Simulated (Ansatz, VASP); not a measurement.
**Re: VASP beside Ansatz**

Contents of INCAR:

```
ALGO = Fast
EDIFF = 1E-7
ENCUT = 520
GGA = PS
GGA_COMPAT = F
ISIF = 2
ISMEAR = -1
LASPH = T
LCHARG = F
LMAXMIX = 4
LNONCOLLINEAR = T
LORBIT = 11
LORBMOM = T
LREAL = F
LSORBIT = T
LWAVE = F
MAGMOM = 0 0 0 0 0 0
NBANDS = 26
NELM = 150
PREC = Accurate
SIGMA = 0.05
```

The input KPOINTS:

```
k-points
0
Gamma
  11 11 6
```

The input POSCAR:

```
Re
1.0
    2.7971304821      0.0000000000      0.0000000000
   -1.3985652410      2.4223860552      0.0000000000
    0.0000000000      0.0000000000      4.5168672541
Re
2
Direct
    0.6666666667      0.3333333333      0.7500000000
    0.3333333333      0.6666666667      0.2500000000
```

File input.yaml:

```yaml
crystal:
  lattice:
    - [2.7971304821, 0.0, 0.0]
    - [-1.398565241, 2.4223860552, 0.0]
    - [0.0, 0.0, 4.5168672541]
  atoms:
    - { symbol: Re, position: [0.6666666667, 0.3333333333, 0.75] }
    - { symbol: Re, position: [0.3333333333, 0.6666666667, 0.25] }
hamiltonian:
  xc: pbesol
  pseudopotentials: { kind: paw_fr }
magnetization:
  noncollinear: true
  spin_orbit: true
kpoints:
  mp_grid: { grid: [11, 11, 6] }
scf:
  occupations: { method: fermi_dirac, width: 0.05 }
output:
  forces: true
  stress: true
  eigenvalues: true
  write_density: true
  write_potential: true
  elf: true
  volumetric_format: npy
```

Alike in both runs: task single point; functional PBEsol; k mesh 11 × 11 × 6; occupations fermi-dirac, width 0.05 eV; non-collinear spin, spin-orbit coupling.

```csv
,VASP,Ansatz
version,VASP 6.6.1,Ansatz 0.2.0
potentials or method,"VASP PAW PBE potentials, release 64 (Re)",Ansatz PAW
plane-wave cutoff (eV),520,420
valence electrons in the cell,14,30
```

Ansatz gave:

| Item | Value |
| --- | --- |
| pressure (GPa) | -16.8 |
| traceless stress, the component that is largest in VASP (GPa) | -0.12 |

Problem. Which values does VASP return?

Solution. Pressure (GPa): -17.0; traceless stress, the component that is largest in VASP (GPa): -0.25.

VASP's potentials were made for PBE, not for PBEsol. VASP's potentials hold 14 valence electrons a cell and Ansatz's 30, so a difference there can come from the potentials and not from the codes.
